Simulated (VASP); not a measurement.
The system is Rh.

```
Rh
1.0
     0.00796    1.90191    1.86880
     1.89924    0.00850    1.86825
     1.90795    1.91007   -0.00020
Rh
1
Direct
  0.00000 0.00000 0.00000
```

| Property | Result |
| --- | --- |
| Program | VASP 6.6.1 |
| Task | relaxation of cell and atoms |
| Functional | PBEsol |
| Potentials or basis | VASP PAW PBE potentials, release 64 (Rh_pv) |
| Cutoff | 600 eV |
| k mesh | 16 × 16 × 16 |
| Occupations | gaussian, width 0.15 eV |
| Spin | no spin polarisation |

At the start: pressure 0.0 GPa; volume 13.50 Å³/atom.

Question: How do energy, volume and symmetry change on relaxing?

Answer: Over 8 steps the energy falls by 2.7 meV/atom; space group Fm-3m (No. 225, to 0.1 Å) before and after.

The path:
```
step  energy change (eV)  largest force (eV/Å)  pressure (GPa)  volume (Å³)
   1              0.0000                0.0000            0.05        13.50
   2             -0.0024                0.0000           -0.13        13.51
   3             -0.0026                0.0000           -0.12        13.51
   4             -0.0027                0.0000            0.37        13.49
   5             -0.0027                0.0000            0.22        13.49
   6             -0.0027                0.0000            0.18        13.49
   7             -0.0027                0.0000           -0.59        13.52
   8             -0.0027                0.0000            0.07        13.50
```

Final structure:
```
CELL_PARAMETERS angstrom
0.00001 1.89014 1.88993
1.89013 0.00003 1.88992
1.89015 1.89016 0.00000
ATOMIC_POSITIONS crystal
Rh 0.00000 0.00000 0.00000
```

Caveat: the PAW data sets were made with another functional, which shifts forces and pressure a little.
